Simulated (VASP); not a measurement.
# AlN (P6_3mc) in VASP: settings compared, part 2 of 2

VASP 6.6.1. The steps go on from the part before.

## (3) Relaxation of cell and atoms, PBE+D3(BJ)

This run uses another cell than the first one, of 10.45 Å³/atom.

Contents of INCAR:

```
SYSTEM = AlN
PREC     = Accurate       ! precision mode
ENCUT    = 600            ! plane-wave cutoff, eV
EDIFF    = 1E-7           ! SCF threshold, eV
ISMEAR   = -1             ! smearing method
SIGMA    = 0.05           ! smearing width, eV
LREAL    = .False.        ! projectors in reciprocal space
LASPH    = .True.         ! aspherical terms in the spheres
NELM     = 80             ! most SCF steps
ALGO     = Normal         ! electronic algorithm
ISIF     = 3              ! what is computed and relaxed
LWAVE    = .False.        ! write WAVECAR
LCHARG   = .False.        ! write CHGCAR
GGA      = PE             ! functional
IVDW     = 12             ! dispersion correction
IBRION   = 2              ! ionic algorithm
NSW      = 60             ! ionic steps
EDIFFG   = -0.01          ! ionic threshold
```

Contents of KPOINTS:

```
Automatic mesh
0
Gamma
  10 10 6
  0 0 0
```

Contents of POSCAR:

```
AlN
1.0
    3.1130000000      0.0000000000      0.0000000000
   -1.5565000000      2.6959370820      0.0000000000
    0.0000000000      0.0000000000      4.9810000000
Al N
2 2
Direct
    0.6666666667      0.3333333333      0.5000000000
    0.3333333333      0.6666666667      0.0000000000
    0.6666666667      0.3333333333      0.8800000000
    0.3333333333      0.6666666667      0.3800000000
```

Potentials or basis: VASP PAW PBE potentials, release 64 (Al, N).

The run is started by

```bash
$ cat potpaw_PBE.64/Al/POTCAR potpaw_PBE.64/N/POTCAR > POTCAR
$ mpirun -np 1 vasp_std > vasp.out
```

OUTCAR:

```text
SYSTEM = AlN
   PREC = Accurate
   ENCUT = 600
   EDIFF = 1E-7
   ISMEAR = -1
   LREAL = .False.
   LASPH = .True.
   NELM = 80
   ISIF = 3
   GGA = PE
   IVDW = 12
   IBRION = 2
   NSW = 60
   EDIFFG = -0.01
 IVDW          = 12

 ion  position               nearest neighbor table
   1  0.667  0.333  0.500-   3 1.89   4 1.89   4 1.89   4 1.89   2 3.07   2 3.07   2 3.07   2 3.07
                             2 3.07   2 3.07
   2  0.333  0.667  0.000-   4 1.89   3 1.89   3 1.89   3 1.89   1 3.07   1 3.07   1 3.07   1 3.07
                             1 3.07   1 3.07
   3  0.667  0.333  0.880-   1 1.89   2 1.89   2 1.89   2 1.89
   4  0.333  0.667  0.380-   2 1.89   1 1.89   1 1.89   1 1.89

  LATTYP: Found a hexagonal cell.
 ALAT       =     3.1130000000
 C/A-ratio  =     1.6000642467

  Lattice vectors:

 A1 = (   3.1130000000,   0.0000000000,   0.0000000000)
 A2 = (  -1.5565000000,   2.6959370820,   0.0000000000)
 A3 = (   0.0000000000,   0.0000000000,   4.9810000000)

Analysis of symmetry for initial positions (statically):
=====================================================================
 Subroutine PRICEL returns:
 Original cell was already a primitive cell.

 Routine SETGRP: Setting up the symmetry group for a
 hexagonal supercell.

 Subroutine GETGRP returns: Found 12 space group operations
 (whereof  6 operations were pure point group operations)
 out of a pool of 24 trial point group operations.

The static configuration has the point symmetry C_3v.
 The point group associated with its full space group is C_6v.

Analysis of symmetry for dynamics (positions and initial velocities):
=====================================================================
 Subroutine PRICEL returns:
 Original cell was already a primitive cell.

 Routine SETGRP: Setting up the symmetry group for a
 hexagonal supercell.

 Subroutine GETGRP returns: Found 12 space group operations
 (whereof  6 operations were pure point group operations)
 out of a pool of 24 trial point group operations.

The dynamic configuration has the point symmetry C_3v.
 The point group associated with its full space group is C_6v.

 Subroutine INISYM returns: Found 12 space group operations
 (whereof  6 operations are pure point group operations),
 and found     1 'primitive' translations

----------------------------------------------------------------------------------------

                                     Primitive cell

  volume of cell :      41.8028

  direct lattice vectors                    reciprocal lattice vectors
     3.113000000  0.000000000  0.000000000     0.321233537  0.185464269  0.000000000
    -1.556500000  2.695937082  0.000000000     0.000000000  0.370928538  0.000000000
     0.000000000  0.000000000  4.981000000     0.000000000  0.000000000  0.200762899

  length of vectors
     3.113000000  3.113000000  4.981000000     0.370928538  0.370928538  0.200762899

  position of ions in fractional coordinates (direct lattice)
     0.666666667  0.333333333  0.500000000
     0.333333333  0.666666667  0.000000000
     0.666666667  0.333333333  0.880000000
     0.333333333  0.666666667  0.380000000

  ion indices of the primitive-cell ions
   primitive index   ion index
                 1           1
                 2           2
                 3           3
                 4           4

----------------------------------------------------------------------------------------

 KPOINTS: Automatic mesh

Automatic generation of k-mesh.
 Grid dimensions read from file:
 generate k-points for:   10   10    6

 Generating k-lattice:

  Cartesian coordinates                     Fractional coordinates (reciprocal lattice)
     0.032123354  0.018546427  0.000000000     0.100000000  0.000000000  0.000000000
     0.000000000  0.037092854  0.000000000     0.000000000  0.100000000  0.000000000
     0.000000000  0.000000000  0.033460483     0.000000000  0.000000000  0.166666667

  Length of vectors
     0.037092854  0.037092854  0.033460483

  Shift w.r.t. Gamma in fractional coordinates (k-lattice)
     0.000000000  0.000000000  0.000000000

 Subroutine IBZKPT returns following result:
 ===========================================

 Found     56 irreducible k-points:

 Following reciprocal coordinates:
            Coordinates               Weight
  0.000000  0.000000  0.000000      1.000000
  0.100000 -0.000000  0.000000      6.000000
  0.200000 -0.000000  0.000000      6.000000
  0.300000 -0.000000  0.000000      6.000000
  0.400000  0.000000  0.000000      6.000000
  0.500000 -0.000000  0.000000      3.000000
[... 16 lines left out ...]
  0.300000  0.100000  0.166667     24.000000
  0.400000  0.100000  0.166667     24.000000
 [... further k-points ...]
   k-points           NKPTS =     56   k-points in BZ     NKDIM =     56   number of bands    NBANDS=     12
   number of dos      NEDOS =    301   number of ions     NIONS =      4
   total plane-waves  NPLWV =  31360
   dimension x,y,z NGX =    28 NGY =   28 NGZ =   40
   dimension x,y,z NGXF=    56 NGYF=   56 NGZF=   80
   ions per type =               2   2
   NGX,Y,Z   is equivalent  to a cutoff of  14.95, 14.95, 13.35 a.u.
   NGXF,Y,Z  is equivalent  to a cutoff of  29.91, 29.91, 26.70 a.u.
 SYSTEM =  AlN
   PREC   = accura    normal or accurate (medium, high low for compatibility)
   ISTART =      0    job   : 0-new  1-cont  2-samecut
   ICHARG =      2    charge: 1-file 2-atom 10-const
   ISPIN  =      1    spin polarized calculation?
   LNONCOLLINEAR =      F non collinear calculations
   LSORBIT =      F    spin-orbit coupling
   LASPH  =      T    aspherical Exc in radial PAW
   ENCUT  =  600.0 eV  44.10 Ry    6.64 a.u.   6.22  6.22  9.95*2*pi/ulx,y,z
   NELM   =     80;   NELMIN=  2; NELMDL= -5     # of ELM steps
   EDIFF  = 0.1E-06   stopping-criterion for ELM
   LREAL  =      F    real-space projection
   EDIFFG = -.1E-01   stopping-criterion for IOM
   NSW    =     60    number of steps for IOM
   IBRION =      2    ionic relax: 0-MD 1-quasi-New 2-CG
   NFREE  =      1    steps in history (QN), initial steepest desc. (CG)
   ISIF   =      3    stress and relaxation
   ISYM   =      2    0-nonsym 1-usesym 2-fastsym
   POTIM  = 0.5000    time-step for ionic-motion
   TEBEG  =    0.0;   TEEND  =   0.0 temperature during run
   PSTRESS=    0.0 pullay stress
   NELECT =      16.0000    total number of electrons
   NUPDOWN=      -1.0000    fix difference up-down
   EMIN   =  10.00;   EMAX   =-10.00  energy-range for DOS
   EFERMI =   0.00;   METHOD = LEGACY
   ISMEAR =    -1;   SIGMA  =   0.05  broadening in eV -4-tet -1-fermi 0-gaus
   EFERMI_NEDOS =   21; number of points for ismear=-14 and -15
   IALGO  =     38    algorithm
   IMIX   =      4    mixing-type and parameters
     AMIX     =   0.40;   BMIX     =  1.00
     AMIX_MAG =   1.60;   BMIX_MAG =  1.00
  volume/ion in A,a.u.               =      10.45        70.52
  Fermi-wavevector in a.u.,A,eV,Ry     =   1.188629  2.246183 19.222843  1.412839
  Thomas-Fermi vector in A             =   2.324754
   LORBIT       =      0    0 simple, 1 ext, 2 COOP (PROOUT), +10 PAW based schemes
   GGA     = PE    functional components
   LHFCALC =     F    Hartree Fock is set to
   AEXX    =    0.0000 exact exchange contribution
   IVDW    =    12    specifies the selected vdW correction
   LEPSILON=     F    determine dielectric tensor
   LRPA    =     F    only Hartree local field effects (RPA)
 conjugate gradient relaxation of ions
 non-spin polarized calculation
  energy-cutoff  :      600.00
  volume of cell :       41.80
 maximum number of plane-waves:      1412
 NGX is ok and might be reduce to    28
   NGX = 13   NGY = 13   NGZ = 19

--------------------------------------- Ionic step        1  -------------------------------------------

 number of electron      16.0000000 magnetization

 Free energy of the ion-electron system (eV)
  ---------------------------------------------------
  ext. energy  EPLUGINS =         0.00000000
  ---------------------------------------------------
  free energy    TOTEN  =       -29.77431305 eV

  energy without entropy =      -29.77431305  energy(sigma->0) =      -29.77431305

------------------------ aborting loop because EDIFF is reached ----------------------------------------

 Edisp (eV)   -1.07330

 E8    (eV) :    -0.4192
[... 117 lines left out ...]
--------------------------------------- Ionic step        4  -------------------------------------------

 number of electron      15.9999999 magnetization

 Free energy of the ion-electron system (eV)
  ---------------------------------------------------
  ext. energy  EPLUGINS =         0.00000000
  ---------------------------------------------------
  free energy    TOTEN  =       -29.77074268 eV

  energy without entropy =      -29.77074268  energy(sigma->0) =      -29.77074268

 E-fermi :   7.1821     XC(G=0): -10.9284

 val. band max:        6.1878641712   @ k =   0.0000   0.0000   0.0000
 cond. band min:      10.4353632419   @ k =   0.0000   0.0000   0.0000
 fundamental gap:      4.2474990706
 Fermi energy:         7.1821121412

 k-point     1 :       0.0000    0.0000    0.0000
  band No.  band energies     occupation
      1      -9.0205      2.00000
      2      -6.8655      2.00000
      3       0.1771      2.00000
      4       5.3306      2.00000
      5       5.3306      2.00000
      6       5.9791      2.00000
      7       5.9791      2.00000
      8       6.1879      2.00000
      9      10.4354      0.00000
     10      12.8970      0.00000
     11      16.8330      0.00000
     12      17.3824      0.00000
[... 331 lines left out ...]
 k-point    24 :       0.4000    0.1000    0.1667
  band No.  band energies     occupation
      1      -7.0239      2.00000
      2      -6.3587      2.00000
      3       0.7679      2.00000
      4       1.7812      2.00000
      5       3.1167      2.00000
      6       3.8970      2.00000
      7       4.7724      2.00000
      8       5.1039      2.00000
      9      11.7453      0.00000
     10      12.6647      0.00000
     11      15.0733      0.00000
     12      15.9960      0.00000

 [... further k-points ...]

------------------------ aborting loop because EDIFF is reached ----------------------------------------

 Edisp (eV)   -1.07873

 E8    (eV) :    -0.4213
[... 27 lines left out ...]
  FREE ENERGIE OF THE ION-ELECTRON SYSTEM (eV)
  ---------------------------------------------------
  free  energy   TOTEN  =       -30.8494756942 eV

  energy  without entropy=      -30.8494756941  energy(sigma->0) =      -30.84947569

 reached required accuracy - stopping structural energy minimisation
```

It took 2.7 min on 1 thread of AMD EPYC 7R13, shared host; peak memory 0.17 GiB.

What came out:

```yaml
Free_energy: -30.8495 eV
Relaxed_volume: 10.40 Å³/atom
Relaxed_cell: a = 3.106 Å, b = 3.106 Å, c = 4.979 Å, α = 90.00°, β = 90.00°, γ = 120.00°
Space_group_after_relaxing_to_0.1_Å: P6_3mc (No. 186)
Energy_gained_by_relaxing: 0.5 meV/atom
Ionic_steps: 4
Pressure_after_relaxing: 0.0 GPa
Largest_force_after_relaxing: 0.009 eV/Å
Band_gap_on_the_k_mesh: 4.25 eV
Dispersion_energy_per_atom: -0.270 eV
```

Forces in eV/Å, atoms in the order of the input:
```
Al   0.000  0.000 -0.009
Al   0.000  0.000 -0.009
N    0.000  0.000  0.009
N    0.000  0.000  0.009
```

The path:
```
step  energy change (eV)  largest force (eV/Å)  pressure (GPa)  volume (Å³)
   1              0.0000                0.1282           -0.91        41.80
   2             -0.0003                0.0926            0.84        41.44
   3             -0.0018                0.0123           -0.03        41.62
   4             -0.0019                0.0089            0.04        41.60
```

Final structure:
```
CELL_PARAMETERS angstrom
3.10615 0.00000 0.00000
-1.55308 2.69001 0.00000
0.00000 0.00000 4.97863
ATOMIC_POSITIONS crystal
Al 0.66667 0.33333 0.49922
Al 0.33333 0.66667 0.99922
N 0.66667 0.33333 0.88078
N 0.33333 0.66667 0.38078
```

Levels at points of the mesh, in eV from the valence-band top:
```csv
k point,band 4,band 5,band 6,band 7,band 8,band 9,band 10,band 11,band 12
"(0.00, 0.00, 0.00)",-0.86,-0.86,-0.21,-0.21,0.00,4.25,6.71,10.65,11.19
"(0.50, 0.00, 0.00)",-4.17,-3.35,-2.09,-1.78,-0.69,5.81,5.84,8.22,10.31
"(0.00, 0.00, 0.50)",-3.34,-0.54,-0.54,-0.54,-0.54,6.51,6.51,10.36,10.36
"(0.50, 0.00, 0.50)",-5.61,-1.46,-1.46,-1.37,-1.37,5.32,5.32,9.29,9.29
```

A k mesh can miss the band edges. A hybrid or GW would open this gap; PBE tends to underestimate it.

## (4) Relaxation of cell and atoms, PBE+D4

This run uses another cell than the first one, of 10.45 Å³/atom.

Contents of INCAR:

```
SYSTEM = AlN
PREC = Accurate
ENCUT = 600
EDIFF = 1E-6
ISMEAR = -1
SIGMA = 0.05
LREAL = .FALSE.
LASPH = .TRUE.
NELM = 60
ALGO = Normal
ISIF = 3
LWAVE = .FALSE.
LCHARG = .FALSE.
GGA = PE
IVDW = 13
IBRION = 2
NSW = 60
EDIFFG = -0.01
```

Contents of KPOINTS:

```
Automatic mesh
0
G
  10 10 6
  0 0 0
```

POSCAR is that of step 3.

The run is started by

```bash
$ cat potpaw_PBE.64/Al/POTCAR potpaw_PBE.64/N/POTCAR > POTCAR
$ mpirun -np 1 vasp_std > vasp.out
```

It took 2.6 min on 1 thread of AMD EPYC 7R13, shared host; peak memory 0.16 GiB.

Results (log left out):

- Free energy: -31.0023 eV
- Relaxed volume: 10.38 Å³/atom
- Relaxed cell: a = 3.104 Å, b = 3.104 Å, c = 4.975 Å, α = 90.00°, β = 90.00°, γ = 120.00°
- Space group after relaxing (to 0.1 Å): P6_3mc (No. 186)
- Energy gained by relaxing: 0.6 meV/atom
- Ionic steps: 5
- Pressure after relaxing: 0.1 GPa
- Largest force after relaxing: 0.008 eV/Å
- Band gap on the k mesh: 4.27 eV
- Dispersion energy per atom: -0.309 eV

Forces in eV/Å, atoms in the order of the input:
```
Al   0.000  0.000 -0.008
Al   0.000  0.000 -0.008
N    0.000  0.000  0.008
N    0.000  0.000  0.008
```

Stress tensor (GPa, compression positive):
```
 0.14  0.00  0.00
 0.00  0.14  0.00
 0.00  0.00 -0.05
```

The path:
```tsv
step	energy change (eV)	largest force (eV/Å)	pressure (GPa)	volume (Å³)
1	0.0000	0.1280	-1.33	41.80
2	-0.0004	0.0925	1.26	41.28
3	-0.0024	0.0121	-0.05	41.53
4	-0.0024	0.0096	-0.01	41.52
5	-0.0025	0.0085	0.08	41.50
```

Final structure:
```cif
data_structure
_symmetry_space_group_name_H-M 'P 1'
_symmetry_Int_Tables_number 1
_cell_length_a 3.1037
_cell_length_b 3.1037
_cell_length_c 4.9747
_cell_angle_alpha 90.000
_cell_angle_beta 90.000
_cell_angle_gamma 120.000
_cell_volume 41.50
loop_
_atom_site_label
_atom_site_type_symbol
_atom_site_fract_x
_atom_site_fract_y
_atom_site_fract_z
_atom_site_occupancy
Al1 Al 0.66667 0.33333 0.49921 1
Al2 Al 0.33333 0.66667 0.99921 1
N1 N 0.66667 0.33333 0.88079 1
N2 N 0.33333 0.66667 0.38079 1
```

Levels at points of the mesh, in eV from the valence-band top:
| k point | band 6 | band 7 | band 8 | band 9 | band 10 | band 11 |
| --- | --- | --- | --- | --- | --- | --- |
| (0.00, 0.00, 0.00) | -0.21 | -0.21 | 0.00 | 4.27 | 6.73 | 10.66 |
| (0.50, 0.00, 0.00) | -2.09 | -1.78 | -0.69 | 5.82 | 5.85 | 8.25 |
| (0.00, 0.00, 0.50) | -0.54 | -0.54 | -0.54 | 6.53 | 6.53 | 10.38 |
| (0.50, 0.00, 0.50) | -1.47 | -1.37 | -1.37 | 5.33 | 5.33 | 9.30 |

A k mesh can miss the band edges.

## (5) Relaxation of cell and atoms, RPBE

This run uses another cell than the first one, of 10.45 Å³/atom.

Contents of INCAR:

```
ALGO     = Normal         # electronic algorithm
EDIFF    = 1E-6           # SCF threshold, eV
EDIFFG   = -0.01          # ionic threshold
ENCUT    = 600            # plane-wave cutoff, eV
GGA      = RP             # functional
IBRION   = 2              # ionic algorithm
ISIF     = 3              # what is computed and relaxed
ISMEAR   = -1             # smearing method
LASPH    = True           # aspherical terms in the spheres
LCHARG   = False          # write CHGCAR
LREAL    = False          # projectors in reciprocal space
LWAVE    = False          # write WAVECAR
NELM     = 100            # most SCF steps
NSW      = 60             # ionic steps
PREC     = Accurate       # precision mode
SIGMA    = 0.05           # smearing width, eV
```

Contents of KPOINTS:

```
k-points
0
Gamma
  10 10 6
```

POSCAR is that of step 4.

The run is started by

```bash
$ cat potpaw_PBE.64/Al/POTCAR potpaw_PBE.64/N/POTCAR > POTCAR
$ mpirun -np 1 vasp_std > vasp.out
```

Wall time 2.3 min (1 thread of AMD EPYC 7R13, shared host); peak memory 0.16 GiB.

It converged, with:

```yaml
Free_energy: -28.3526 eV
Relaxed_volume: 10.80 Å³/atom
Relaxed_cell: a = 3.145 Å, b = 3.145 Å, c = 5.045 Å, α = 90.00°, β = 90.00°, γ = 120.00°
Space_group_after_relaxing_to_0.1_Å: P6_3mc (No. 186)
Energy_gained_by_relaxing: 7.3 meV/atom
Ionic_steps: 3
Pressure_after_relaxing: 0.0 GPa
Band_gap_on_the_k_mesh: 3.97 eV
```

Stress tensor (GPa, compression positive):
```
 0.04  0.00  0.00
 0.00  0.04  0.00
 0.00  0.00 -0.04
```

Step by step:
| step | energy change (eV) | largest force (eV/Å) | pressure (GPa) | volume (Å³) |
| --- | --- | --- | --- | --- |
| 1 | 0.0000 | 0.1364 | 6.62 | 41.80 |
| 2 | -0.0079 | 0.0911 | -5.06 | 44.47 |
| 3 | -0.0293 | 0.0007 | 0.01 | 43.21 |

Final structure:
```
Al N
1.0
     3.14484    0.00000    0.00000
    -1.57242    2.72351    0.00000
     0.00000    0.00000    5.04470
Al N
2 2
Direct
  0.66667 0.33333 0.49928
  0.33333 0.66667 0.99928
  0.66667 0.33333 0.88072
  0.33333 0.66667 0.38072
```

Levels at points of the mesh, in eV from the valence-band top:
| k point | band 4 | band 5 | band 6 | band 7 | band 8 | band 9 | band 10 | band 11 | band 12 |
| --- | --- | --- | --- | --- | --- | --- | --- | --- | --- |
| (0.00, 0.00, 0.00) | -0.83 | -0.83 | -0.20 | -0.20 | 0.00 | 3.97 | 6.48 | 10.43 | 11.02 |
| (0.50, 0.00, 0.00) | -4.06 | -3.24 | -2.02 | -1.71 | -0.67 | 5.79 | 5.80 | 7.98 | 10.12 |
| (0.00, 0.00, 0.50) | -3.27 | -0.52 | -0.52 | -0.52 | -0.52 | 6.25 | 6.25 | 10.15 | 10.15 |
| (0.50, 0.00, 0.50) | -5.43 | -1.42 | -1.42 | -1.32 | -1.32 | 5.27 | 5.27 | 9.14 | 9.14 |

Caveat: the PAW data sets were made with another functional, which shifts forces and pressure a little.

## (6) Overview

| task | level | cell | cutoff (eV) | gap on the mesh (eV) | pressure (GPa) | relaxed volume (Å³/atom) | largest force (eV/Å) |
| --- | --- | --- | --- | --- | --- | --- | --- |
| single point | RPBE | a = 3.149, b = 3.149, c = 5.049 Å, angles 90.0, 90.0, 120.0°, 4 atoms | 520 | 3.93 | -0.6 | - | - |
| relaxation of cell and atoms | PBE+D3(BJ) | relaxed from a = 3.113, b = 3.113, c = 4.981 Å, angles 90.0, 90.0, 120.0°, 4 atoms | 600 | 4.25 | 0.0 | 10.40 | 0.01 |
| relaxation of cell and atoms | PBE+D4 | relaxed from a = 3.113, b = 3.113, c = 4.981 Å, angles 90.0, 90.0, 120.0°, 4 atoms | 600 | 4.27 | 0.1 | 10.38 | 0.01 |
| relaxation of cell and atoms | RPBE | relaxed from a = 3.113, b = 3.113, c = 4.981 Å, angles 90.0, 90.0, 120.0°, 4 atoms | 600 | 3.97 | 0.0 | 10.80 | - |

Alike in all rows: potentials or basis VASP PAW PBE potentials, release 64 (Al, N); no spin polarisation; k mesh 10 × 10 × 6; smearing fermi-dirac 0.05 eV.

Caveats: the PAW data sets were made with another functional, which shifts forces and pressure a little (at least some runs).

Total energies depend on the potentials used, so only differences within one code and one set of settings carry meaning.

## (7) How close it comes

Step 2. Measured gap of AlN: 6.034 eV (an exciton energy, a little under the gap; 10 K; quoted in “Self-assembly of well-separated AlN nanowires directly on sputtered metallic TiN films”, 2019, arxiv:1910.07391). This calculation gives 3.93 eV (-2.10 eV). 2 values of this kind are on record (6.034 to 6.0343 eV); this one was drawn at random. The value is that of RPBE, without temperature or zero-point motion. Semilocal functionals fall short of measured gaps as a rule.
